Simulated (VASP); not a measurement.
The system is Ru.

```
CELL_PARAMETERS angstrom
2.68445 0.00000 0.00000
-1.34222 2.32480 0.00000
0.00000 0.00000 4.34880
ATOMIC_POSITIONS crystal
Ru 0.33333 0.66667 0.25000
Ru 0.66667 0.33333 0.75000
```

```yaml
Program: VASP 6.6.1
Task: relaxation of cell and atoms
Functional: PBEsol
Potentials_or_basis: VASP PAW PBE potentials, release 64 (Ru_pv)
Cutoff: 600 eV
k_mesh: 19 × 19 × 10
Occupations: fermi-dirac, width 0.08 eV
Spin: no spin polarisation
```

At the start: pressure -6.3 GPa; volume 13.57 Å³/atom.

Problem. How do energy, volume and symmetry change on relaxing?

Solution. Over 6 steps the energy falls by 14.1 meV/atom and the volume is 13.32 Å³/atom (-1.8 %); space group P6_3/mmc (No. 194, to 0.1 Å) before and after.

Step by step:
```csv
step,energy change (eV),largest force (eV/Å),pressure (GPa),volume (Å³)
1,0.0000,0.0000,-6.28,27.14
2,0.1126,0.0000,25.27,25.08
3,-0.0251,0.0000,1.60,26.51
4,-0.0251,0.0000,2.00,26.48
5,-0.0235,0.0000,-2.27,26.84
6,-0.0283,0.0000,-0.04,26.64
```

Final structure:
```cif
data_structure
_symmetry_space_group_name_H-M 'P 1'
_symmetry_Int_Tables_number 1
_cell_length_a 2.6905
_cell_length_b 2.6905
_cell_length_c 4.2497
_cell_angle_alpha 90.000
_cell_angle_beta 90.000
_cell_angle_gamma 120.000
_cell_volume 26.64
loop_
_atom_site_label
_atom_site_type_symbol
_atom_site_fract_x
_atom_site_fract_y
_atom_site_fract_z
_atom_site_occupancy
Ru1 Ru 0.33333 0.66667 0.25000 1
Ru2 Ru 0.66667 0.33333 0.75000 1
```

Caveat: the PAW data sets were made with another functional, which shifts forces and pressure a little.
